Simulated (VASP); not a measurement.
# CeO2 (R-3m) in VASP: notebook

The runs below take CeO2 through single point, with PBE, RPBE.

Everything below comes from runs of VASP 6.6.1. Logs are shortened: lines on timing, memory, paths and dates and some standing lists are left out, and cuts for length are marked.

## 1. The cell of the first run

The typed cell holds 3 atoms: a = 3.838 Å, b = 3.838 Å, c = 3.838 Å, α = 59.98°, β = 59.98°, γ = 59.98°.

## 2. Single point, PBE (13.32 Å³/atom)

INCAR reads:

```
SYSTEM = CeO2
ALGO     = Normal         ! electronic algorithm
EDIFF    = 1E-7           ! SCF threshold, eV
ENCUT    = 520            ! plane-wave cutoff, eV
GGA      = PE             ! functional
ISIF     = 2              ! what is computed and relaxed
ISMEAR   = 0              ! smearing method
LASPH    = .TRUE.         ! aspherical terms in the spheres
LCHARG   = .FALSE.        ! write CHGCAR
LREAL    = .FALSE.        ! projectors in reciprocal space
LWAVE    = .FALSE.        ! write WAVECAR
NBANDS   = 19             ! bands
NELM     = 60             ! most SCF steps
PREC     = Accurate       ! precision mode
SIGMA    = 0.05           ! smearing width, eV
```

KPOINTS reads:

```
k-points
0
G
  10 10 10
  0 0 0
```

POSCAR reads:

```
CeO2
1.0
    1.9186601420      1.1077389494      3.1343685217
   -1.9186601420      1.1077389494      3.1343685217
    0.0000000000     -2.2154778990      3.1343685216
Ce O
1 2
Direct
    0.0000000000      0.0000000000      0.0000000000
    0.2499945096      0.2499945096      0.2499945096
    0.7500054904      0.7500054904      0.7500054904
```

Potentials or basis: VASP PAW PBE potentials, release 64 (Ce, O).

Run with:

```bash
cat potpaw_PBE.64/Ce/POTCAR potpaw_PBE.64/O/POTCAR > POTCAR
mpirun -np 1 vasp_std > vasp.out
```

OUTCAR:

```text
SYSTEM = CeO2
   EDIFF = 1E-7
   ENCUT = 520
   GGA = PE
   ISIF = 2
   ISMEAR = 0
   LASPH = .TRUE.
   LREAL = .FALSE.
   NELM = 60
   PREC = Accurate

 ion  position               nearest neighbor table
   1  0.000  0.000  0.000-   3 2.35   2 2.35   3 2.35   3 2.35   2 2.35   2 2.35   3 2.35   2 2.35

   2  0.250  0.250  0.250-   1 2.35   1 2.35   1 2.35   1 2.35
   3  0.750  0.750  0.750-   1 2.35   1 2.35   1 2.35   1 2.35

  LATTYP: Found a trigonal (rhomboedric) cell.
 ALAT       =     3.8383080062
 COS(alpha) =     0.5002572996

  Lattice vectors:

 A1 = (   1.9186601420,   1.1077389494,   3.1343685217)
 A2 = (  -1.9186601420,   1.1077389494,   3.1343685217)
 A3 = (   0.0000000000,  -2.2154778990,   3.1343685216)

Analysis of symmetry for initial positions (statically):
=====================================================================
 Subroutine PRICEL returns:
 Original cell was already a primitive cell.

 Routine SETGRP: Setting up the symmetry group for a
 trigonal (rhombohedral) supercell.

 Subroutine GETGRP returns: Found 12 space group operations
 (whereof 12 operations were pure point group operations)
 out of a pool of 12 trial point group operations.

The static configuration has the point symmetry D_3d.

Analysis of symmetry for dynamics (positions and initial velocities):
=====================================================================
 Subroutine PRICEL returns:
 Original cell was already a primitive cell.

 Routine SETGRP: Setting up the symmetry group for a
 trigonal (rhombohedral) supercell.

 Subroutine GETGRP returns: Found 12 space group operations
 (whereof 12 operations were pure point group operations)
 out of a pool of 12 trial point group operations.

The dynamic configuration has the point symmetry D_3d.

 Subroutine INISYM returns: Found 12 space group operations
 (whereof 12 operations are pure point group operations),
 and found     1 'primitive' translations

----------------------------------------------------------------------------------------

                                     Primitive cell

  volume of cell :      39.9702

  direct lattice vectors                    reciprocal lattice vectors
     1.918660142  1.107738949  3.134368522     0.260598523  0.150456628  0.106347844
    -1.918660142  1.107738949  3.134368522    -0.260598523  0.150456628  0.106347844
     0.000000000 -2.215477899  3.134368522     0.000000000 -0.300913255  0.106347844

  length of vectors
     3.838308006  3.838308006  3.838308006     0.319153021  0.319153021  0.319153021

  position of ions in fractional coordinates (direct lattice)
     0.000000000  0.000000000  0.000000000
     0.249994510  0.249994510  0.249994510
     0.750005490  0.750005490  0.750005490

  ion indices of the primitive-cell ions
   primitive index   ion index
                 1           1
                 2           2
                 3           3

----------------------------------------------------------------------------------------

 KPOINTS: k-points

Automatic generation of k-mesh.
 Grid dimensions read from file:
 generate k-points for:   10   10   10

 Generating k-lattice:

  Cartesian coordinates                     Fractional coordinates (reciprocal lattice)
     0.026059852  0.015045663  0.010634784     0.100000000 -0.000000000  0.000000000
    -0.026059852  0.015045663  0.010634784    -0.000000000  0.100000000  0.000000000
     0.000000000 -0.030091326  0.010634784    -0.000000000 -0.000000000  0.100000000

  Length of vectors
     0.031915302  0.031915302  0.031915302

  Shift w.r.t. Gamma in fractional coordinates (k-lattice)
     0.000000000  0.000000000  0.000000000

 Subroutine IBZKPT returns following result:
 ===========================================

 Found    116 irreducible k-points:

 Following reciprocal coordinates:
            Coordinates               Weight
  0.000000  0.000000  0.000000      1.000000
  0.100000 -0.000000  0.000000      6.000000
  0.200000 -0.000000  0.000000      6.000000
  0.300000 -0.000000  0.000000      6.000000
  0.400000  0.000000  0.000000      6.000000
  0.500000 -0.000000  0.000000      3.000000
[... 16 lines left out ...]
  0.300000  0.300000  0.000000      6.000000
  0.400000  0.300000  0.000000     12.000000
 [... further k-points ...]
   k-points           NKPTS =    116   k-points in BZ     NKDIM =    116   number of bands    NBANDS=     19
   number of dos      NEDOS =    301   number of ions     NIONS =      3
   total plane-waves  NPLWV =  27000
   dimension x,y,z NGX =    30 NGY =   30 NGZ =   30
   dimension x,y,z NGXF=    60 NGYF=   60 NGZF=   60
   ions per type =               1   2
   NGX,Y,Z   is equivalent  to a cutoff of  12.99, 12.99, 12.99 a.u.
   NGXF,Y,Z  is equivalent  to a cutoff of  25.99, 25.99, 25.99 a.u.
 SYSTEM =  CeO2
   PREC   = accura    normal or accurate (medium, high low for compatibility)
   ISTART =      0    job   : 0-new  1-cont  2-samecut
   ICHARG =      2    charge: 1-file 2-atom 10-const
   ISPIN  =      1    spin polarized calculation?
   LNONCOLLINEAR =      F non collinear calculations
   LSORBIT =      F    spin-orbit coupling
   LASPH  =      T    aspherical Exc in radial PAW
   ENCUT  =  520.0 eV  38.22 Ry    6.18 a.u.   7.14  7.14  7.14*2*pi/ulx,y,z
   NELM   =     60;   NELMIN=  2; NELMDL= -5     # of ELM steps
   EDIFF  = 0.1E-06   stopping-criterion for ELM
   LREAL  =      F    real-space projection
   EDIFFG = 0.1E-05   stopping-criterion for IOM
   NSW    =      0    number of steps for IOM
   IBRION =     -1    ionic relax: 0-MD 1-quasi-New 2-CG
   NFREE  =      0    steps in history (QN), initial steepest desc. (CG)
   ISIF   =      2    stress and relaxation
   ISYM   =      2    0-nonsym 1-usesym 2-fastsym
   POTIM  = 0.5000    time-step for ionic-motion
   TEBEG  =    0.0;   TEEND  =   0.0 temperature during run
   PSTRESS=    0.0 pullay stress
   NELECT =      24.0000    total number of electrons
   NUPDOWN=      -1.0000    fix difference up-down
   EMIN   =  10.00;   EMAX   =-10.00  energy-range for DOS
   EFERMI =   0.00;   METHOD = LEGACY
   ISMEAR =     0;   SIGMA  =   0.05  broadening in eV -4-tet -1-fermi 0-gaus
   EFERMI_NEDOS =   21; number of points for ismear=-14 and -15
   IALGO  =     38    algorithm
   IMIX   =      4    mixing-type and parameters
     AMIX     =   0.40;   BMIX     =  1.00
     AMIX_MAG =   1.60;   BMIX_MAG =  1.00
  volume/ion in A,a.u.               =      13.32        89.91
  Fermi-wavevector in a.u.,A,eV,Ry     =   1.381125  2.609948 25.953198  1.907506
  Thomas-Fermi vector in A             =   2.505938
   LORBIT       =      0    0 simple, 1 ext, 2 COOP (PROOUT), +10 PAW based schemes
   GGA     = PE    functional components
   LHFCALC =     F    Hartree Fock is set to
   AEXX    =    0.0000 exact exchange contribution
   IVDW    =     0    specifies the selected vdW correction
   LEPSILON=     F    determine dielectric tensor
   LRPA    =     F    only Hartree local field effects (RPA)
 non-spin polarized calculation
 Gauss-broadening in eV      SIGMA  =   0.05
  energy-cutoff  :      520.00
  volume of cell :       39.97
 maximum number of plane-waves:      1091
 NGX is ok and might be reduce to    30
   NGX = 15   NGY = 15   NGZ = 15

 number of electron      23.9999991 magnetization

 Free energy of the ion-electron system (eV)
  ---------------------------------------------------
  ext. energy  EPLUGINS =         0.00000000
  ---------------------------------------------------
  free energy    TOTEN  =       -26.21962706 eV

  energy without entropy =      -26.21962706  energy(sigma->0) =      -26.21962706

 E-fermi :   5.5260     XC(G=0): -11.2764

 val. band max:        5.2319095617   @ k =  -0.4000   0.3000   0.3000
 cond. band min:       7.1756339327   @ k =   0.5000   0.5000   0.5000
 fundamental gap:      1.9437243710
 Fermi energy:         5.5260258182

 k-point     1 :       0.0000    0.0000    0.0000
  band No.  band energies     occupation
      1     -27.1855      2.00000
      2     -11.0630      2.00000
      3     -10.1157      2.00000
      4      -9.3417      2.00000
      5      -9.3416      2.00000
      6      -9.3416      2.00000
[... 11 lines left out ...]
     18       8.1487      0.00000
     19       8.1487      0.00000

 k-point     2 :       0.1000   -0.0000    0.0000
  band No.  band energies     occupation
      1     -27.1668      2.00000
      2     -11.4265      2.00000
      3     -10.1922      2.00000
      4      -9.3653      2.00000
      5      -9.3653      2.00000
      6      -8.9663      2.00000
[... 11 lines left out ...]
     18       8.0856      0.00000
     19       8.0863      0.00000

 k-point     3 :       0.2000   -0.0000    0.0000
  band No.  band energies     occupation
      1     -27.1170      2.00000
      2     -12.0636      2.00000
      3     -10.4110      2.00000
      4      -9.4262      2.00000
      5      -9.4261      2.00000
      6      -8.2597      2.00000
[... 11 lines left out ...]
     18       7.9847      0.00000
     19       7.9853      0.00000

 k-point     4 :       0.3000   -0.0000    0.0000
  band No.  band energies     occupation
      1     -27.0543      2.00000
      2     -12.6354      2.00000
      3     -10.6620      2.00000
      4      -9.4993      2.00000
      5      -9.4990      2.00000
      6      -7.5854      2.00000
[... 407 lines left out ...]
     18       7.7768      0.00000
     19       7.9577      0.00000

 k-point    23 :       0.3000    0.3000    0.0000
  band No.  band energies     occupation
      1     -27.0102      2.00000
      2     -12.9172      2.00000
      3     -10.6244      2.00000
      4      -9.7375      2.00000
      5      -9.7372      2.00000
      6      -7.0870      2.00000
[... 11 lines left out ...]
     18       7.8297      0.00000
     19       7.9796      0.00000

 k-point    24 :       0.4000    0.3000    0.0000
  band No.  band energies     occupation
      1     -26.9689      2.00000
      2     -13.1236      2.00000
      3     -11.0792      2.00000
      4      -9.8018      2.00000
      5      -9.4356      2.00000
      6      -6.8301      2.00000
[... 11 lines left out ...]
     18       7.8072      0.00000
     19       8.1116      0.00000

 [... further k-points ...]

------------------------ aborting loop because EDIFF is reached ----------------------------------------

  FORCE on cell =-STRESS in cart. coord.  units (eV):
  Direction    XX          YY          ZZ          XY          YZ          ZX
  --------------------------------------------------------------------------------------
  -------------------------------------------------------------------------------------
  Total        0.9093737      0.9093737      0.8987094      0.0000000      0.0000000      0.0000000
  in kB       36.4515668     36.4515668     36.0240964      0.0000000      0.0000000      0.0000000
  external PRESSURE =      36.3090767 kB  Pullay stress =       0.0000000 kB

 VOLUME and BASIS-vectors are now :
 -----------------------------------------------------------------------------
  energy-cutoff  :      520.00
  volume of cell :       39.97
      direct lattice vectors                 reciprocal lattice vectors
     1.918660142  1.107738949  3.134368522     0.260598523  0.150456628  0.106347844
    -1.918660142  1.107738949  3.134368522    -0.260598523  0.150456628  0.106347844
     0.000000000 -2.215477899  3.134368522     0.000000000 -0.300913255  0.106347844

 POSITION                                       TOTAL-FORCE (eV/Angst)
 -----------------------------------------------------------------------------------
      0.00000      0.00000      0.00000         0.000000      0.000000      0.000000
      0.00000     -0.00000      2.35072        -0.000000      0.000000     -0.000177
      0.00000     -0.00000      7.05238        -0.000000     -0.000000      0.000177
 -----------------------------------------------------------------------------------
    total drift:                               -0.000000     -0.000000      0.000000

  FREE ENERGIE OF THE ION-ELECTRON SYSTEM (eV)
  ---------------------------------------------------
  free  energy   TOTEN  =       -26.2196270607 eV

  energy  without entropy=      -26.2196270607  energy(sigma->0) =      -26.21962706
```

Run time: 1.8 min. Hardware: 1 thread of AMD EPYC 9R45 (Zen 5), shared host; peak memory 0.22 GiB.

Results:

```yaml
Free_energy: -26.2196 eV
Pressure: 3.6 GPa
Band_gap_on_the_k_mesh: 1.94 eV (least direct gap 2.02 eV)
```

Caveat: the cell stands under pressure; spin-orbit coupling is left out, which moves the levels of the heavy elements. A k mesh can miss the band edges.

## 3. Single point, PBE

This run uses another cell than the first one, of 13.60 Å³/atom.

INCAR reads:

```
SYSTEM = CeO2
PREC = Accurate
ENCUT = 520
EDIFF = 1E-6
ISMEAR = 0
SIGMA = 0.05
LREAL = .False.
LASPH = .True.
NELM = 60
ALGO = Normal
ISIF = 2
LWAVE = .False.
LCHARG = .False.
GGA = PE
NBANDS = 19
```

KPOINTS reads:

```
Automatic mesh
0
Gamma
  10 10 10
  0 0 0
```

POSCAR reads:

```
CeO2
1.0
    1.9316244551      1.1152238991      3.1555473298
   -1.9316244551      1.1152238991      3.1555473298
    0.0000000000     -2.2304477983      3.1555473297
Ce O
1 2
Direct
    0.0000000000      0.0000000000      0.0000000000
    0.2499945096      0.2499945096      0.2499945096
    0.7500054904      0.7500054904      0.7500054904
```

Potentials or basis: VASP PAW PBE potentials, release 64 (Ce, O).

Run with:

```bash
cat potpaw_PBE.64/Ce/POTCAR potpaw_PBE.64/O/POTCAR > POTCAR
mpirun -np 1 vasp_std > vasp.out
```

OUTCAR:

```text
SYSTEM = CeO2
   PREC = Accurate
   ENCUT = 520
   EDIFF = 1E-6
   ISMEAR = 0
   LREAL = .False.
   LASPH = .True.
   NELM = 60
   ISIF = 2
   GGA = PE

 ion  position               nearest neighbor table
   1  0.000  0.000  0.000-   3 2.37   2 2.37   3 2.37   3 2.37   2 2.37   2 2.37   3 2.37   2 2.37

   2  0.250  0.250  0.250-   1 2.37   1 2.37   1 2.37   1 2.37
   3  0.750  0.750  0.750-   1 2.37   1 2.37   1 2.37   1 2.37

  LATTYP: Found a trigonal (rhomboedric) cell.
 ALAT       =     3.8642433064
 COS(alpha) =     0.5002572996
[... 722 lines left out ...]

  FORCE on cell =-STRESS in cart. coord.  units (eV):
  Direction    XX          YY          ZZ          XY          YZ          ZX
  --------------------------------------------------------------------------------------
  -------------------------------------------------------------------------------------
  Total       -0.0072205     -0.0072205     -0.0167737     -0.0000000     -0.0000000     -0.0000000
  in kB       -0.2836380     -0.2836380     -0.6589129     -0.0000000     -0.0000000     -0.0000000
  external PRESSURE =      -0.4087296 kB  Pullay stress =       0.0000000 kB

 VOLUME and BASIS-vectors are now :
 -----------------------------------------------------------------------------
  energy-cutoff  :      520.00
  volume of cell :       40.79
      direct lattice vectors                 reciprocal lattice vectors
     1.931624455  1.115223899  3.155547330     0.258849487  0.149446821  0.105634078
    -1.931624455  1.115223899  3.155547330    -0.258849487  0.149446821  0.105634078
     0.000000000 -2.230447798  3.155547330     0.000000000 -0.298893642  0.105634078

 POSITION                                       TOTAL-FORCE (eV/Angst)
 -----------------------------------------------------------------------------------
      0.00000      0.00000      0.00000         0.000000      0.000000     -0.000000
      0.00000     -0.00000      2.36661         0.000000     -0.000000      0.000102
      0.00000     -0.00000      7.10003         0.000000      0.000000     -0.000102
 -----------------------------------------------------------------------------------
    total drift:                               -0.000000     -0.000000      0.000000

  FREE ENERGIE OF THE ION-ELECTRON SYSTEM (eV)
  ---------------------------------------------------
  free  energy   TOTEN  =       -26.2300436580 eV

  energy  without entropy=      -26.2300436580  energy(sigma->0) =      -26.23004366
```

Run time: 1.7 min. Hardware: 1 thread of AMD EPYC 9R45 (Zen 5), shared host; peak memory 0.22 GiB.

Results:

- Free energy: -26.2300 eV
- Pressure: 0.0 GPa
- Band gap on the k mesh: 1.89 eV (least direct gap 1.95 eV)

Levels at points of the mesh, in eV from the valence-band top:
```tsv
k point	band 8	band 9	band 10	band 11	band 12	band 13	band 14	band 15	band 16	band 17
(0.00, 0.00, 0.00)	-3.69	-3.69	-0.55	-0.55	-0.55	2.19	2.19	2.19	2.42	2.82
(0.50, 0.00, 0.00)	-2.83	-1.23	-1.16	-0.76	-0.76	1.89	2.06	2.06	2.20	2.67
(0.50, 0.50, 0.00)	-1.18	-1.17	-0.72	-0.71	-0.56	1.92	2.01	2.01	2.16	2.49
(0.50, 0.50, 0.50)	-2.83	-1.23	-1.16	-0.76	-0.76	1.89	2.06	2.06	2.20	2.67
```

Caveat: spin-orbit coupling is left out, which moves the levels of the heavy elements. Spin polarisation is off, so any magnetic state and its effect on volume and gap are missing.

## 4. Single point, PBE

This run uses another cell than the first one, of 13.60 Å³/atom.

INCAR reads:

```
PREC = Accurate
ENCUT = 520
EDIFF = 1E-6
ISMEAR = 0
SIGMA = 0.05
LREAL = F
LASPH = T
NELM = 60
ALGO = Normal
ISIF = 2
LWAVE = F
LCHARG = F
GGA = PE
NBANDS = 19
```

KPOINTS reads:

```
Automatic mesh
0
Gamma
  10 10 10
```

POSCAR is that of step 3.

Run with:

```bash
cat potpaw_PBE.64/Ce/POTCAR potpaw_PBE.64/O/POTCAR > POTCAR
mpirun -np 1 vasp_std > vasp.out
```

Wall time 1.7 min (1 thread of AMD EPYC 9R45 (Zen 5), shared host); peak memory 0.22 GiB.

The run converged. Its results:

```
Free energy            : -26.2300 eV
Pressure               : 0.0 GPa
Band gap on the k mesh : 1.89 eV (least direct gap 1.95 eV)
```

Levels at points of the mesh, in eV from the valence-band top:
```tsv
k point	band 10	band 11	band 12	band 13	band 14	band 15
(0.00, 0.00, 0.00)	-0.55	-0.55	-0.55	2.19	2.19	2.19
(0.50, 0.00, 0.00)	-1.16	-0.76	-0.76	1.89	2.06	2.06
(0.50, 0.50, 0.00)	-0.72	-0.71	-0.56	1.92	2.01	2.01
(0.50, 0.50, 0.50)	-1.16	-0.76	-0.76	1.89	2.06	2.06
```

Caveat: spin-orbit coupling is left out, which moves the levels of the heavy elements.

(Continued in part 2 of 2.)
